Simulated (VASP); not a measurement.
A run of VASP 6.6.1 is set up as follows.

The input INCAR:

```
SYSTEM = PtC3
PREC = Accurate
ENCUT = 600
EDIFF = 1E-6
ISMEAR = 0
SIGMA = 0.1
LREAL = .FALSE.
LASPH = .TRUE.
NELM = 80
ALGO = Normal
ISIF = 3
LWAVE = .FALSE.
LCHARG = .FALSE.
GGA = PE
IBRION = 2
NSW = 100
EDIFFG = -0.01
```

File KPOINTS:

```
Automatic mesh
0
G
  12 12 6
  0 0 0
```

The input POSCAR:

```
PtC3
1.0
    4.2779939994      0.0000000000      0.0000000000
   -2.1389969997      3.7048514807      0.0000000000
    0.0000000000      0.0000000000      8.5718976551
Pt C
2 6
Direct
    0.3333333333      0.6666666667      0.2500000000
    0.6666666667      0.3333333333      0.7500000000
    0.7802586467      0.5605172933      0.2500000000
    0.2197413533      0.7802586467      0.7500000000
    0.4394827067      0.2197413533      0.2500000000
    0.2197413533      0.4394827067      0.7500000000
    0.7802586467      0.2197413533      0.2500000000
    0.5605172933      0.7802586467      0.7500000000
```

Potentials or basis: VASP PAW PBE potentials, release 64 (Pt, C).

Run with:

```bash
$ cat potpaw_PBE.64/Pt/POTCAR potpaw_PBE.64/C/POTCAR > POTCAR
$ mpirun -np 1 vasp_std > vasp.out
```

Task: Estimate the space group after relaxing (to 0.1 Å).

Result: P6_3/mmc (No. 194).

Task: Predict the band gap on the k mesh.

Result: Zero (filled and empty bands touch).

Stress tensor (GPa, compression positive):
```
-0.08  0.00  0.00
 0.00 -0.08  0.00
 0.00  0.00  0.03
```

Caveat: spin-orbit coupling is left out, which moves the levels of the heavy elements.
